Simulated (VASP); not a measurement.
# ZnSe (Stilleite) (F-43m) in VASP: further runs, part 2 of 2

VASP 6.6.1.

## 4. Dielectric tensor, r2SCAN

This run uses another cell than the first one, of 22.72 Å³/atom, 1.017 times its volume.

Input file INCAR:

```
SYSTEM = ZnSe
PREC     = Accurate       ! precision mode
ENCUT    = 520            ! plane-wave cutoff, eV
EDIFF    = 1E-8           ! SCF threshold, eV
ISMEAR   = 0              ! smearing method
SIGMA    = 0.01           ! smearing width, eV
LREAL    = .FALSE.        ! projectors in reciprocal space
LASPH    = .TRUE.         ! aspherical terms in the spheres
NELM     = 80             ! most SCF steps
ALGO     = Normal         ! electronic algorithm
ISIF     = 2              ! what is computed and relaxed
LWAVE    = .FALSE.        ! write WAVECAR
LCHARG   = .FALSE.        ! write CHGCAR
METAGGA  = R2SCAN         ! meta-GGA
LMIXTAU  = .TRUE.       
LCALCEPS = .TRUE.
```

Input file KPOINTS:

```
Automatic mesh
0
G
  6 6 6
  0 0 0
```

Input file POSCAR:

```
ZnSe
1.0
    0.0000000000      2.8324246721      2.8324246721
    2.8324246721      0.0000000000      2.8324246721
    2.8324246721      2.8324246721      0.0000000000
Zn Se
1 1
Direct
    0.0000000000      0.0000000000      0.0000000000
    0.2500000000      0.2500000000      0.2500000000
```

Potentials or basis: VASP PAW PBE potentials, release 64 (Zn, Se).

Run with:

```sh
$ cat potpaw_PBE.64/Zn/POTCAR potpaw_PBE.64/Se/POTCAR > POTCAR
$ mpirun -np 1 vasp_std > vasp.out
```

OUTCAR:

```text
SYSTEM = ZnSe
   PREC = Accurate
   ENCUT = 520
   EDIFF = 1E-8
   ISMEAR = 0
   LREAL = .FALSE.
   LASPH = .TRUE.
   NELM = 80
   ISIF = 2
   METAGGA = R2SCAN

 ion  position               nearest neighbor table
   1  0.000  0.000  0.000-   2 2.45   2 2.45   2 2.45   2 2.45
   2  0.250  0.250  0.250-   1 2.45   1 2.45   1 2.45   1 2.45

  LATTYP: Found a face centered cubic cell.
 ALAT       =     5.6648493442

  Lattice vectors:

 A1 = (   0.0000000000,   2.8324246721,   2.8324246721)
 A2 = (   2.8324246721,   0.0000000000,   2.8324246721)
 A3 = (   2.8324246721,   2.8324246721,   0.0000000000)

Analysis of symmetry for initial positions (statically):
[... 5 lines left out ...]
 face centered cubic supercell.

 Subroutine GETGRP returns: Found 24 space group operations
 (whereof 24 operations were pure point group operations)
 out of a pool of 48 trial point group operations.

The static configuration has the point symmetry T_d .

Analysis of symmetry for dynamics (positions and initial velocities):
[... 5 lines left out ...]
 face centered cubic supercell.

[... 556 lines left out ...]
  z     0.00000     0.00000     0.00000    -1.93468    -0.00000     0.00000

 PIEZOELECTRIC TENSOR (including local field effects) (C/m^2)
          XX          YY          ZZ          XY          YZ          ZX
  --------------------------------------------------------------------------------
  x     0.00000    -0.00000    -0.00000     0.00000    -0.68205     0.00000
  y    -0.00000    -0.00000    -0.00000    -0.00000    -0.00000    -0.68205
  z     0.00000     0.00000     0.00000    -0.68205    -0.00000     0.00000

 BORN EFFECTIVE CHARGES (including local field effects) (in |e|, cummulative output)
 ---------------------------------------------------------------------------------
 ion    1
    1     2.05075    -0.00000     0.00000
    2     0.00000     2.05075     0.00000
    3     0.00000    -0.00000     2.05075
 ion    2
    1    -2.05075     0.00000    -0.00000
    2    -0.00000    -2.05075    -0.00000
    3     0.00000     0.00000    -2.05075

  FORCE on cell =-STRESS in cart. coord.  units (eV):
  Direction    XX          YY          ZZ          XY          YZ          ZX
  --------------------------------------------------------------------------------------
  -------------------------------------------------------------------------------------
  Total        0.0394540      0.0394540      0.0394540     -0.0000000     -0.0000000      0.0000000
  in kB        1.3909022      1.3909022      1.3909022     -0.0000000     -0.0000000      0.0000000
  external PRESSURE =       1.3909022 kB  Pullay stress =       0.0000000 kB

 VOLUME and BASIS-vectors are now :
 -----------------------------------------------------------------------------
  energy-cutoff  :      520.00
  volume of cell :       45.45
      direct lattice vectors                 reciprocal lattice vectors
     0.000000000  2.832424672  2.832424672    -0.176527201  0.176527201  0.176527201
     2.832424672  0.000000000  2.832424672     0.176527201 -0.176527201  0.176527201
     2.832424672  2.832424672  0.000000000     0.176527201  0.176527201 -0.176527201

 POSITION                                       TOTAL-FORCE (eV/Angst)
 -----------------------------------------------------------------------------------
      0.00000      0.00000      0.00000         0.000000     -0.000000     -0.000000
      1.41621      1.41621      1.41621        -0.000000      0.000000      0.000000
 -----------------------------------------------------------------------------------
    total drift:                                0.000022      0.000022      0.000022

  FREE ENERGIE OF THE ION-ELECTRON SYSTEM (eV)
  ---------------------------------------------------
  free  energy   TOTEN  =       -24.9054378369 eV

  energy  without entropy=      -24.9054378369  energy(sigma->0) =      -24.90543784
```

It took 17 min on 1 thread of Intel Xeon 6975P-C (Granite Rapids), shared host; peak memory 0.32 GiB.

What came out:

| Property | Result |
| --- | --- |
| Band gap on the k mesh | 1.87 eV, direct |
| Electronic dielectric tensor (diagonal) | 6.24 |
| Born charges (mean of the diagonal) | Zn +2.05; Se -2.05 e |

Electronic dielectric tensor:
```
6.24 0.00 0.00
0.00 6.24 0.00
0.00 0.00 6.24
```

Born effective charge tensors (e):
atom 1, Zn
```
2.05 0.00 0.00
0.00 2.05 0.00
0.00 0.00 2.05
```
atom 2, Se
```
-2.05  0.00  0.00
 0.00 -2.05  0.00
 0.00  0.00 -2.05
```

Dipole moments of the cell (e·Å, modulo the quantum): ionic 8.497, 8.497, 8.497; electronic 0.011, 0.011, 0.024

Caveat: the PAW data sets were made with another functional, which shifts forces and pressure a little. r2SCAN opens gaps a little over a GGA but as a rule still falls short of measured ones.

## 5. Overview

```csv
task,level,cell,gap on the mesh (eV)
vibrations by perturbation theory,PBEsol,"a = 3.984 Å, angles 60.0°, 2 atoms",-
dielectric tensor,PBE,"a = 4.006 Å, angles 60.0°, 2 atoms",1.29
dielectric tensor,r2SCAN,"a = 4.006 Å, angles 60.0°, 2 atoms",1.87
```

Alike in all rows: potentials or basis VASP PAW PBE potentials, release 64 (Zn, Se); no spin polarisation; k mesh 6 × 6 × 6; cutoff (eV) 520; smearing gaussian 0.01 eV.

Caveats: the PAW data sets were made with another functional, which shifts forces and pressure a little (some runs).

Total energies depend on the potentials used, so only differences within one code and one set of settings carry meaning.
